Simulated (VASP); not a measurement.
# KRh (P1) in VASP: settings compared

The runs below take KRh through single point, with LDA, PBE.

Program: VASP 6.6.1. These are calculated values, not measurements. Logs are shortened: lines on timing, memory, paths and dates and some standing lists are left out, and cuts for length are marked.

## (1) The cell of the first run

The typed cell holds 2 atoms: a = 3.501 Å, b = 3.501 Å, c = 5.808 Å, α = 90.00°, β = 90.00°, γ = 120.00°.

## (2) Single point, LDA

File INCAR:

```
ALGO = Normal
EDIFF = 1E-7
ENCUT = 520
GGA = CA
ISIF = 2
ISMEAR = 0
LASPH = True
LCHARG = False
LREAL = False
LWAVE = False
NBANDS = 19
NELM = 80
PREC = Accurate
SIGMA = 0.1
```

File KPOINTS:

```
k-points
0
Gamma
  6 6 4
```

File POSCAR:

```
KRh
1.0
    3.5007390300      0.0000000000      0.0000000000
   -1.7503695200      3.0317289300      0.0000000000
    0.0000000000      0.0000000000      5.8078480500
K Rh
1 1
Direct
    0.3397000000      0.6685000000      0.0738460000
    0.6689570000      0.3263590000      0.8091830000
```

Potentials or basis: VASP PAW LDA potentials, release 64 (K_sv, Rh_pv).

On the command line:

```console
$ cat potpaw_LDA.64/K_sv/POTCAR potpaw_LDA.64/Rh_pv/POTCAR > POTCAR
$ mpirun -np 1 vasp_std > vasp.out
```

OUTCAR:

```text
EDIFF = 1E-7
   ENCUT = 520
   GGA = CA
   ISIF = 2
   ISMEAR = 0
   LASPH = True
   LREAL = False
   NELM = 80
   PREC = Accurate

 ion  position               nearest neighbor table
   1  0.340  0.669  0.074-   2 2.52   2 2.55   2 2.55
   2  0.669  0.326  0.809-   1 2.52   1 2.55   1 2.55

  LATTYP: Found a hexagonal cell.
 ALAT       =     3.5007390300
 C/A-ratio  =     1.6590348496

  Lattice vectors:

 A1 = (   3.5007390300,   0.0000000000,   0.0000000000)
 A2 = (  -1.7503695200,   3.0317289300,   0.0000000000)
 A3 = (   0.0000000000,   0.0000000000,   5.8078480500)

Analysis of symmetry for initial positions (statically):
=====================================================================
 Subroutine PRICEL returns:
 Original cell was already a primitive cell.

 Routine SETGRP: Setting up the symmetry group for a
 hexagonal supercell.

 Subroutine GETGRP returns: Found  1 space group operations
 (whereof  1 operations were pure point group operations)
 out of a pool of 24 trial point group operations.

The static configuration has the point symmetry C_1 .

Analysis of symmetry for dynamics (positions and initial velocities):
=====================================================================
 Subroutine PRICEL returns:
 Original cell was already a primitive cell.

 Routine SETGRP: Setting up the symmetry group for a
 hexagonal supercell.

 Subroutine GETGRP returns: Found  1 space group operations
 (whereof  1 operations were pure point group operations)
 out of a pool of 24 trial point group operations.

The dynamic configuration has the point symmetry C_1 .

 Subroutine INISYM returns: Found  1 space group operations
 (whereof  1 operations are pure point group operations),
 and found     1 'primitive' translations

----------------------------------------------------------------------------------------

                                     Primitive cell

  volume of cell :      61.6404

  direct lattice vectors                    reciprocal lattice vectors
     3.500739030  0.000000000  0.000000000     0.285653969  0.164922397  0.000000000
    -1.750369520  3.031728930  0.000000000     0.000000000  0.329844793  0.000000000
     0.000000000  0.000000000  5.807848050     0.000000000  0.000000000  0.172180813

  length of vectors
     3.500739030  3.500739031  5.807848050     0.329844793  0.329844793  0.172180813

  position of ions in fractional coordinates (direct lattice)
     0.339700000  0.668500000  0.073846000
     0.668957000  0.326359000  0.809183000

  ion indices of the primitive-cell ions
   primitive index   ion index
                 1           1
                 2           2

----------------------------------------------------------------------------------------

 KPOINTS: k-points

Automatic generation of k-mesh.
 Grid dimensions read from file:
 generate k-points for:    6    6    4

 Generating k-lattice:

  Cartesian coordinates                     Fractional coordinates (reciprocal lattice)
     0.047608995  0.027487066  0.000000000     0.166666667  0.000000000  0.000000000
     0.000000000  0.054974132  0.000000000     0.000000000  0.166666667  0.000000000
     0.000000000  0.000000000  0.043045203     0.000000000  0.000000000  0.250000000

  Length of vectors
     0.054974132  0.054974132  0.043045203

  Shift w.r.t. Gamma in fractional coordinates (k-lattice)
     0.000000000  0.000000000  0.000000000

 Subroutine IBZKPT returns following result:
 ===========================================

 Found     76 irreducible k-points:

 Following reciprocal coordinates:
            Coordinates               Weight
  0.000000  0.000000  0.000000      1.000000
  0.166667  0.000000  0.000000      2.000000
  0.000000  0.166667  0.000000      2.000000
 -0.166667  0.166667  0.000000      2.000000
  0.333333 -0.000000  0.000000      2.000000
  0.000000  0.333333  0.000000      2.000000
[... 16 lines left out ...]
  0.000000  0.166667  0.250000      2.000000
 -0.166667  0.166667  0.250000      2.000000
 [... further k-points ...]
   k-points           NKPTS =     76   k-points in BZ     NKDIM =     76   number of bands    NBANDS=     19
   number of dos      NEDOS =    301   number of ions     NIONS =      2
   total plane-waves  NPLWV =  37632
   dimension x,y,z NGX =    28 NGY =   28 NGZ =   48
   dimension x,y,z NGXF=    56 NGYF=   56 NGZF=   96
   ions per type =               1   1
   NGX,Y,Z   is equivalent  to a cutoff of  13.30, 13.30, 13.74 a.u.
   NGXF,Y,Z  is equivalent  to a cutoff of  26.59, 26.59, 27.48 a.u.
 SYSTEM =  unknown system
   PREC   = accura    normal or accurate (medium, high low for compatibility)
   ISTART =      0    job   : 0-new  1-cont  2-samecut
   ICHARG =      2    charge: 1-file 2-atom 10-const
   ISPIN  =      1    spin polarized calculation?
   LNONCOLLINEAR =      F non collinear calculations
   LSORBIT =      F    spin-orbit coupling
   LASPH  =      T    aspherical Exc in radial PAW
   ENCUT  =  520.0 eV  38.22 Ry    6.18 a.u.   6.51  6.51 10.80*2*pi/ulx,y,z
   NELM   =     80;   NELMIN=  2; NELMDL= -5     # of ELM steps
   EDIFF  = 0.1E-06   stopping-criterion for ELM
   LREAL  =      F    real-space projection
   EDIFFG = 0.1E-05   stopping-criterion for IOM
   NSW    =      0    number of steps for IOM
   IBRION =     -1    ionic relax: 0-MD 1-quasi-New 2-CG
   NFREE  =      0    steps in history (QN), initial steepest desc. (CG)
   ISIF   =      2    stress and relaxation
   ISYM   =      2    0-nonsym 1-usesym 2-fastsym
   POTIM  = 0.5000    time-step for ionic-motion
   TEBEG  =    0.0;   TEEND  =   0.0 temperature during run
   PSTRESS=    0.0 pullay stress
   NELECT =      24.0000    total number of electrons
   NUPDOWN=      -1.0000    fix difference up-down
   EMIN   =  10.00;   EMAX   =-10.00  energy-range for DOS
   EFERMI =   0.00;   METHOD = LEGACY
   ISMEAR =     0;   SIGMA  =   0.10  broadening in eV -4-tet -1-fermi 0-gaus
   EFERMI_NEDOS =   21; number of points for ismear=-14 and -15
   IALGO  =     38    algorithm
   IMIX   =      4    mixing-type and parameters
     AMIX     =   0.40;   BMIX     =  1.00
     AMIX_MAG =   1.60;   BMIX_MAG =  1.00
  volume/ion in A,a.u.               =      30.82       207.98
  Fermi-wavevector in a.u.,A,eV,Ry     =   1.195428  2.259032 19.443383  1.429048
  Thomas-Fermi vector in A             =   2.331394
   LORBIT       =      0    0 simple, 1 ext, 2 COOP (PROOUT), +10 PAW based schemes
   GGA     = CA    functional components
   LHFCALC =     F    Hartree Fock is set to
   AEXX    =    0.0000 exact exchange contribution
   IVDW    =     0    specifies the selected vdW correction
   LEPSILON=     F    determine dielectric tensor
   LRPA    =     F    only Hartree local field effects (RPA)
 non-spin polarized calculation
 Gauss-broadening in eV      SIGMA  =   0.10
  energy-cutoff  :      520.00
  volume of cell :       61.64
 maximum number of plane-waves:      1702
 NGX is ok and might be reduce to    28
   NGX = 13   NGY = 13   NGZ = 21

 number of electron      23.9999999 magnetization

 Free energy of the ion-electron system (eV)
  ---------------------------------------------------
  ext. energy  EPLUGINS =         0.00000000
  ---------------------------------------------------
  free energy    TOTEN  =        -5.71688831 eV

  energy without entropy =       -5.69275945  energy(sigma->0) =       -5.70482388

 E-fermi :   1.3720     XC(G=0):  -8.6332

 val. band max:        1.3670936765   @ k =   0.3333   0.3333   0.2500
 cond. band min:       1.3877415638   @ k =   0.3333   0.3333   0.0000
 fundamental gap:      0.0206478873
 Fermi energy:         1.3719828092

 k-point     1 :       0.0000    0.0000    0.0000
  band No.  band energies     occupation
      1     -42.9620      2.00000
      2     -42.9576      2.00000
      3     -42.6747      2.00000
      4     -28.5193      2.00000
      5     -12.4791      2.00000
      6     -12.0367      2.00000
[... 11 lines left out ...]
     18      10.6517      0.00000
     19      10.8563      0.00000

 k-point     2 :       0.1667    0.0000    0.0000
  band No.  band energies     occupation
      1     -42.9685      2.00000
      2     -42.9623      2.00000
      3     -42.6730      2.00000
      4     -28.4919      2.00000
      5     -12.4430      2.00000
      6     -12.2442      2.00000
[... 11 lines left out ...]
     18      10.1614      0.00000
     19      10.4701      0.00000

 k-point     3 :       0.0000    0.1667    0.0000
  band No.  band energies     occupation
      1     -42.9711      2.00000
      2     -42.9598      2.00000
      3     -42.6730      2.00000
      4     -28.4919      2.00000
      5     -12.4434      2.00000
      6     -12.2546      2.00000
[... 11 lines left out ...]
     18      10.1443      0.00000
     19      10.4652      0.00000

 k-point     4 :      -0.1667    0.1667    0.0000
  band No.  band energies     occupation
      1     -42.9684      2.00000
      2     -42.9624      2.00000
      3     -42.6730      2.00000
      4     -28.4919      2.00000
      5     -12.4430      2.00000
      6     -12.2436      2.00000
[... 11 lines left out ...]
     18      10.1623      0.00000
     19      10.4703      0.00000

 k-point     5 :       0.3333   -0.0000    0.0000
  band No.  band energies     occupation
      1     -42.9860      2.00000
      2     -42.9671      2.00000
      3     -42.6695      2.00000
      4     -28.4364      2.00000
      5     -12.6529      2.00000
      6     -12.3712      2.00000
[... 11 lines left out ...]
     18       9.5295      0.00000
     19       9.6398      0.00000
[... 334 lines left out ...]
      2     -42.9576      2.00000
      3     -42.6747      2.00000
      4     -28.5192      2.00000
      5     -12.4838      2.00000
      6     -12.0367      2.00000
[... 11 lines left out ...]
     18      10.6814      0.00000
     19      10.8369      0.00000

 k-point    22 :       0.1667    0.0000    0.2500
  band No.  band energies     occupation
      1     -42.9685      2.00000
      2     -42.9623      2.00000
      3     -42.6730      2.00000
      4     -28.4918      2.00000
      5     -12.4466      2.00000
      6     -12.2438      2.00000
[... 11 lines left out ...]
     18       9.6266      0.00000
     19      10.3521      0.00000

 k-point    23 :       0.0000    0.1667    0.2500
  band No.  band energies     occupation
      1     -42.9711      2.00000
      2     -42.9598      2.00000
      3     -42.6730      2.00000
      4     -28.4918      2.00000
      5     -12.4470      2.00000
      6     -12.2545      2.00000
[... 11 lines left out ...]
     18       9.5840      0.00000
     19      10.4273      0.00000

 k-point    24 :      -0.1667    0.1667    0.2500
  band No.  band energies     occupation
      1     -42.9683      2.00000
      2     -42.9624      2.00000
      3     -42.6730      2.00000
      4     -28.4918      2.00000
      5     -12.4466      2.00000
      6     -12.2432      2.00000
[... 11 lines left out ...]
     18       9.6281      0.00000
     19      10.3520      0.00000

 [... further k-points ...]

------------------------ aborting loop because EDIFF is reached ----------------------------------------

  FORCE on cell =-STRESS in cart. coord.  units (eV):
  Direction    XX          YY          ZZ          XY          YZ          ZX
  --------------------------------------------------------------------------------------
  -------------------------------------------------------------------------------------
  Total       -0.3304024     -0.2184381      1.3426095      0.0025709     -0.0222743      0.0009859
  in kB       -8.5879288     -5.6777157     34.8975513      0.0668250     -0.5789604      0.0256257
  external PRESSURE =       6.8773023 kB  Pullay stress =       0.0000000 kB

 VOLUME and BASIS-vectors are now :
 -----------------------------------------------------------------------------
  energy-cutoff  :      520.00
  volume of cell :       61.64
      direct lattice vectors                 reciprocal lattice vectors
     3.500739030  0.000000000  0.000000000     0.285653969  0.164922397  0.000000000
    -1.750369520  3.031728930  0.000000000     0.000000000  0.329844793  0.000000000
     0.000000000  0.000000000  5.807848050     0.000000000  0.000000000  0.172180813

 POSITION                                       TOTAL-FORCE (eV/Angst)
 -----------------------------------------------------------------------------------
      0.01908      2.02671      0.42889         0.000612     -0.014357      1.848656
      1.77060      0.98943      4.69961        -0.000612      0.014357     -1.848656
 -----------------------------------------------------------------------------------
    total drift:                               -0.000005     -0.000087      0.000097

  FREE ENERGIE OF THE ION-ELECTRON SYSTEM (eV)
  ---------------------------------------------------
  free  energy   TOTEN  =        -5.7168883146 eV

  energy  without entropy=       -5.6927594539  energy(sigma->0) =       -5.70482388
```

Run time: 1.8 min. Hardware: 1 thread of Intel Xeon Platinum 8259CL at 2.50GHz (Skylake/Cascade Lake), shared host; peak memory 0.22 GiB.

What came out:

```yaml
Free_energy: -5.7169 eV
Pressure: 0.7 GPa
Largest_force: 1.849 eV/Å
Band_gap_on_the_k_mesh: zero (bands 12 and 13 overlap by 0.49 eV)
```

Forces on the atoms (eV/Å):
```
K    0.001 -0.014  1.849
Rh  -0.001  0.014 -1.849
```

Levels at points of the mesh, in eV from the Fermi level:
```
           k point  band 10  band 11  band 12  band 13  band 14  band 15
(0.00, 0.00, 0.00)    -0.89    -0.89    -0.30    -0.29     2.29     4.12
(0.50, 0.00, 0.00)    -0.27    -0.15     0.20     1.91     2.82     4.07
(0.00, 0.50, 0.00)    -0.26    -0.14     0.19     1.90     2.85     4.08
(0.50, 0.50, 0.00)    -0.27    -0.15     0.20     1.91     2.82     4.07
(0.00, 0.00, 0.50)    -0.89    -0.85    -0.31    -0.30     0.27     5.87
(0.50, 0.00, 0.50)    -0.17    -0.13     0.19     2.33     2.48     4.09
(0.00, 0.50, 0.50)    -0.16    -0.13     0.19     2.37     2.44     4.13
(0.50, 0.50, 0.50)    -0.17    -0.13     0.19     2.33     2.49     4.09
```

Caveat: forces of over 1 eV/Å act on the atoms, so gaps and moduli don't describe the material at rest.

(Continued in part 2 of 3.)

The gap in the log of VASP goes by the Fermi energy; the results here count the filled bands.